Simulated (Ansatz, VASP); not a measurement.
## One calculation of Cd, two programs

INCAR

```
SYSTEM = Cd
PREC     = Accurate       ! precision mode
ENCUT    = 520            ! plane-wave cutoff, eV
EDIFF    = 1E-6           ! SCF threshold, eV
ISMEAR   = -1             ! smearing method
SIGMA    = 0.1            ! smearing width, eV
LREAL    = .False.        ! projectors in reciprocal space
LASPH    = .True.         ! aspherical terms in the spheres
NELM     = 80             ! most SCF steps
ALGO     = Normal         ! electronic algorithm
ISIF     = 2              ! what is computed and relaxed
LWAVE    = .False.        ! write WAVECAR
LCHARG   = .True.         ! write CHGCAR
GGA      = PS             ! functional
LELF     = .True.         ! ELF
LVHAR    = .True.       
NBANDS   = 12             ! bands
```

KPOINTS

```
regular mesh
0
Gamma
  14 14 14
  0 0 0
```

POSCAR

```
Cd
1.0
    0.0000000000      2.1590458291      2.1590458291
    2.1590458291      0.0000000000      2.1590458291
    2.1590458291      2.1590458291      0.0000000000
Cd
1
Direct
    0.0000000000      0.0000000000      0.0000000000
```

Input for Ansatz:

```yaml
crystal:
  lattice:
    - [0.0, 2.1590458291, 2.1590458291]
    - [2.1590458291, 0.0, 2.1590458291]
    - [2.1590458291, 2.1590458291, 0.0]
  atoms:
    - { symbol: Cd, position: [0.0, 0.0, 0.0] }
hamiltonian:
  xc: pbesol
  pseudopotentials:
    kind: paw
    azcp:
      Cd: "pseudopotentials/Cd.paw.azcp"
basis:
  ecutwfc: 420
  fft_grid_basis: typed
kpoints:
  mp_grid: { grid: [14, 14, 14], shift: [0, 0, 0] }
magnetization:
  spin_polarized: false
scf:
  occupations: { method: fermi_dirac, width: 0.1 }
  lower_state_search: "off"
output:
  stress: true
```

Alike in both runs: task single point; functional PBEsol; k mesh 14 × 14 × 14; occupations fermi-dirac, width 0.1 eV; no spin polarisation.

|  | VASP | Ansatz |
| --- | --- | --- |
| version | VASP 6.6.1 | Ansatz 0.2.0 |
| potentials or method | VASP PAW PBE potentials, release 64 (Cd), cutoff 520 eV | plane waves (420 eV) with PAW, scalar-relativistic |
| valence electrons in the cell | 12 | 20 |

|  | VASP | Ansatz | Ansatz less VASP |
| --- | --- | --- | --- |
| pressure (GPa) | 3.1 | 2.7 | -0.43 |

VASP's potentials were made for PBE, not for PBEsol, and Ansatz warns of the same on its side. With one functional, cell and mesh, what is left measures potentials, basis and numerics. VASP's potentials hold 12 valence electrons a cell and Ansatz's 20, so a difference there can come from the potentials and not from the codes.
